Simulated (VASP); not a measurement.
Here is a VASP 6.6.1 calculation.

INCAR

```
PREC = Accurate ; ENCUT = 520
EDIFF = 1E-7 ; ISMEAR = 1
SIGMA = 0.1 ; LREAL = False
LASPH = True ; NELM = 80
ALGO = Normal ; ISIF = 2
LWAVE = False ; LCHARG = False
GGA = PS ; NBANDS = 48
```

Contents of KPOINTS:

```
Automatic mesh
0
Gamma
  4 4 4
```

File POSCAR:

```
HfZn2I6
1.0
    0.0000000000      5.4212790000      5.4212790000
    5.4212790000      0.0000000000      5.4212790000
    5.4212790000      5.4212790000      0.0000000000
I Hf Zn
6 1 2
Direct
    0.7563000000      0.2437000000      0.2437000000
    0.2437000000      0.7563000000      0.2437000000
    0.2437000000      0.7563000000      0.7563000000
    0.7563000000      0.2437000000      0.7563000000
    0.2437000000      0.2437000000      0.7563000000
    0.7563000000      0.7563000000      0.2437000000
    0.0000000000      0.0000000000      0.0000000000
    0.2500000000      0.2500000000      0.2500000000
    0.7500000000      0.7500000000      0.7500000000
```

Potentials or basis: VASP PAW PBE potentials, release 64 (I, Hf_pv, Zn).

Command:

```console
$ cat potpaw_PBE.64/I/POTCAR potpaw_PBE.64/Hf_pv/POTCAR potpaw_PBE.64/Zn/POTCAR > POTCAR
$ mpirun -np 1 vasp_std > vasp.out
```

Q: Estimate the pressure.

A: 4.1 GPa.

Q: What does it give for the band gap on the k mesh?

A: Zero (bands 38 and 39 overlap by 0.21 eV).

Q: Estimate the largest force.

A: 1.885 eV/Å.

Forces in eV/Å, atoms in the order of the input:
```
I    1.885  0.000  0.000
I    0.000  1.885  0.000
I   -1.885  0.000  0.000
I    0.000 -1.885  0.000
I    0.000  0.000  1.885
I    0.000  0.000 -1.885
Hf   0.000  0.000  0.000
Zn   0.000  0.000  0.000
Zn   0.000  0.000  0.000
```

Caveat: the cell stands under pressure; the PAW data sets were made with another functional, which shifts forces and pressure a little; spin-orbit coupling is left out, which moves the levels of the heavy elements.
